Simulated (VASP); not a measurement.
A run of VASP 6.6.1 is set up as follows.

INCAR

```
SYSTEM = TaN
ALGO = Normal
EDIFF = 1E-6
ENCUT = 520
GGA = PE
ISIF = 2
ISMEAR = 0
LASPH = .True.
LCHARG = .False.
LREAL = .False.
LWAVE = .False.
NBANDS = 15
NELM = 80
PREC = Accurate
SIGMA = 0.1
```

Contents of KPOINTS:

```
k-points
0
Gamma
  8 8 8
  0 0 0
```

Contents of POSCAR:

```
TaN
1.0
    0.0000000000      2.2113230000      2.2113230000
    2.2113230000      0.0000000000      2.2113230000
    2.2113230000      2.2113230000      0.0000000000
Ta N
1 1
Direct
    0.5000000000      0.5000000000      0.5000000000
    0.0000000000      0.0000000000      0.0000000000
```

Potentials or basis: VASP PAW PBE potentials, release 64 (Ta_pv, N).

Run with:

```console
$ cat potpaw_PBE.64/Ta_pv/POTCAR potpaw_PBE.64/N/POTCAR > POTCAR
$ mpirun -np 1 vasp_std > vasp.out
```

Task: Predict the band gap on the k mesh.

Result: Zero (band 8 reaches 11.21 eV, above the bottom of band 9 at 7.30 eV).

Task: Predict the pressure.

Result: -0.3 GPa.

Caveat: spin-orbit coupling is left out, which moves the levels of the heavy elements.
